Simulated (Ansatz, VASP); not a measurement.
# Two plane-wave programs on MgO

Contents of INCAR:

```
SYSTEM = MgO
PREC     = Accurate       ! precision mode
ENCUT    = 520            ! plane-wave cutoff, eV
EDIFF    = 1E-7           ! SCF threshold, eV
ISMEAR   = 0              ! smearing method
SIGMA    = 0.02           ! smearing width, eV
LREAL    = .FALSE.        ! projectors in reciprocal space
LASPH    = .TRUE.         ! aspherical terms in the spheres
NELM     = 60             ! most SCF steps
ALGO     = Normal         ! electronic algorithm
ISIF     = 2              ! what is computed and relaxed
LWAVE    = .FALSE.        ! write WAVECAR
LCHARG   = .FALSE.        ! write CHGCAR
GGA      = PS             ! functional
NBANDS   = 16             ! bands
```

The input KPOINTS:

```
regular mesh
0
G
  9 9 6
  0 0 0
```

POSCAR

```
MgO
1.0
    3.3568083896      0.0000000000      0.0000000000
   -1.6784041949      2.9070813410      0.0000000000
    0.0000000000      0.0000000000      4.7577550761
Mg O
2 2
Direct
    0.3333333300      0.6666666700      0.0142009651
    0.6666666700      0.3333333300      0.5142009651
    0.3333333300      0.6666666700      0.3903990349
    0.6666666700      0.3333333300      0.8903990349
```

Input for Ansatz:

```yaml
crystal:
  lattice:
    - [3.3568083896, 0.0, 0.0]
    - [-1.6784041949, 2.907081341, 0.0]
    - [0.0, 0.0, 4.7577550761]
  atoms:
    - { symbol: Mg, position: [0.33333333, 0.66666667, 0.0142009651] }
    - { symbol: Mg, position: [0.66666667, 0.33333333, 0.5142009651] }
    - { symbol: O, position: [0.33333333, 0.66666667, 0.3903990349] }
    - { symbol: O, position: [0.66666667, 0.33333333, 0.8903990349] }
basis:
  ecutwfc: 420
kpoints:
  mp_grid: { grid: [9, 9, 6] }
hamiltonian:
  xc: pbesol
scf:
  occupations: { method: gaussian, width: 0.02 }
output:
  forces: true
  stress: true
  eigenvalues: true
```

Alike in both runs: task single point; functional PBEsol; k mesh 9 × 9 × 6; occupations gaussian, width 0.02 eV; no spin polarisation.

|  | VASP | Ansatz |
| --- | --- | --- |
| version | VASP 6.6.1 | Ansatz 0.2.0 |
| potentials or method | VASP PAW PBE potentials, release 64 (Mg, O), cutoff 520 eV | scalar-relativistic, plane waves, PAW |
| valence electrons in the cell | 16 | 32 |

|  | VASP | Ansatz | Ansatz less VASP |
| --- | --- | --- | --- |
| gap on the k mesh at the Fermi level (eV) | 3.49 | 3.48 | -0.003 |
| least direct gap on the mesh (eV) | 3.49 | 3.48 | -0.003 |
| pressure (GPa) | 6.7 | 6.8 | +0.08 |
| traceless stress, the component that is largest in VASP (GPa) | 23.57 | 23.05 | -0.520 |
| rms of the force components (eV/Å) | 1.464 | 1.432 | -0.0323 |

VASP's potentials were made for PBE, not for PBEsol. Atom by atom the forces differ by 0.032 eV/Å (rms over components). VASP's potentials hold 16 valence electrons a cell and Ansatz's 32, so a difference there can come from the potentials and not from the codes.
